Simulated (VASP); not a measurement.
Wanted: the native input for a VASP 6.6.1 run.

- Task: single point
- Functional: PBE
- Potentials or basis: VASP PAW PBE potentials, release 64 (Bi_d, Te)
- Cutoff: 520 eV
- k mesh: 18 × 18 × 18
- Occupations: gaussian, width 0.15 eV
- Spin: no spin polarisation
- Dipole correction: no
- Further INCAR settings: ALGO = Normal; EDIFF = 1e-06; NBANDS = 18

The structure of BiTe lies in POSCAR:

```
BiTe
1.0
    2.2794667109      1.3160507192      3.7415722256
   -2.2794667109      1.3160507192      3.7415722256
    0.0000000000     -2.6321014383      3.7415722256
Bi Te
1 1
Direct
    0.5000000000      0.5000000000      0.5000000000
    0.0000000000      0.0000000000      0.0000000000
```

This cell differs from its parent crystal: ratio of the length along z to the lengths across it x 1.2, volume and fractional coordinates fixed.

The input as run:

INCAR

```
SYSTEM = BiTe
  PREC = Accurate
  ENCUT = 520
  EDIFF = 1E-6
  ISMEAR = 0
  SIGMA = 0.15
  LREAL = .False.
  LASPH = .True.
  NELM = 80
  ALGO = Normal
  ISIF = 2
  LWAVE = .False.
  LCHARG = .False.
  GGA = PE
  NBANDS = 18
```

KPOINTS

```
Automatic mesh
0
Gamma
  18 18 18
  0 0 0
```

Potentials or basis: VASP PAW PBE potentials, release 64 (Bi_d, Te).

The run is started by

```console
$ cat potpaw_PBE.64/Bi_d/POTCAR potpaw_PBE.64/Te/POTCAR > POTCAR
$ mpirun -np 1 vasp_std > vasp.out
```

It gave:

| Property | Result |
| --- | --- |
| Pressure | 1.0 GPa |
| Band gap on the k mesh | zero (an odd number of electrons rules out a gap without spin polarisation) |

Caveat: spin-orbit coupling is left out, which moves the levels of the heavy elements.

It took 4.6 min on 1 thread of Intel(R) Xeon(R) 6975P-C (Granite Rapids) (shared host), peak memory 0.76 GiB.
